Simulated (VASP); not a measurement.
A run of VASP 6.6.1:

INCAR

```
SYSTEM = ScZn
PREC = Accurate
ENCUT = 520
EDIFF = 1E-7
ISMEAR = 0
SIGMA = 0.15
LREAL = .FALSE.
LASPH = .TRUE.
NELM = 60
ALGO = Fast
ISIF = 2
LWAVE = .FALSE.
LCHARG = .FALSE.
GGA = PS
NBANDS = 18
```

The input KPOINTS:

```
regular mesh
0
G
  14 14 14
  0 0 0
```

Contents of POSCAR:

```
ScZn
1.0
    3.3500000000      0.0502500000      0.0000000000
    0.0502500000      3.3500000000      0.0000000000
    0.0000000000      0.0000000000      3.3500000000
Sc Zn
1 1
Direct
    0.0000000000      0.0000000000      0.0000000000
    0.5000000000      0.5000000000      0.5000000000
```

Potentials or basis: VASP PAW PBE potentials, release 64 (Sc_sv, Zn).

Launch:

```console
$ cat potpaw_PBE.64/Sc_sv/POTCAR potpaw_PBE.64/Zn/POTCAR > POTCAR
$ mpirun -np 1 vasp_std > vasp.out
```

Hardware: 1 thread of AMD EPYC 9R45 96-Core Processor (Zen 5), with other jobs on the host.

Question: How long does it take, and how much memory?

Answer: It took 3 min on 1 thread of AMD EPYC 9R45 96-Core Processor (Zen 5), with other jobs on the host, peak memory 0.39 GiB. Counts: scf iterations 16, k points 456.
